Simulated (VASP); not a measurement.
A run of VASP 6.6.1 is set up as follows.

The input INCAR:

```
ALGO = Normal
EDIFF = 1E-8
ENCUT = 520
GGA = CA
ISIF = 2
ISMEAR = -1
LASPH = True
LCHARG = False
LEFG = True
LREAL = False
LWAVE = False
NBANDS = 32
NELM = 100
PREC = Accurate
SIGMA = 0.05
```

KPOINTS

```
k-points
0
Gamma
  9 9 9
```

The input POSCAR:

```
TiZn3
1.0
    4.0093215403      0.0000000000      0.0000000000
    0.0000000000      4.0093215403      0.0000000000
    0.0000000000      0.0000000000      4.0093215403
Ti Zn
1 3
Direct
    0.0000000000      0.0000000000      0.0000000000
    0.0000000000      0.5000000000      0.5000000000
    0.5000000000      0.0000000000      0.5000000000
    0.5000000000      0.5000000000      0.0000000000
```

Potentials or basis: VASP PAW LDA potentials, release 64 (Ti_sv, Zn).

The run is started by

```bash
$ cat potpaw_LDA.64/Ti_sv/POTCAR potpaw_LDA.64/Zn/POTCAR > POTCAR
$ mpirun -np 1 vasp_std > vasp.out
```

(1) What does it give for the band gap on the k mesh?

(2) What does it give for the pressure?

## Answers

(1) zero (bands 24 and 25 overlap by 1.77 eV).

(2) -13.4 GPa.

Caveat: the cell stands under tension; without QUAD_EFG the Cq values of the log hold for a quadrupole moment of 1 mb, not for the nuclei.
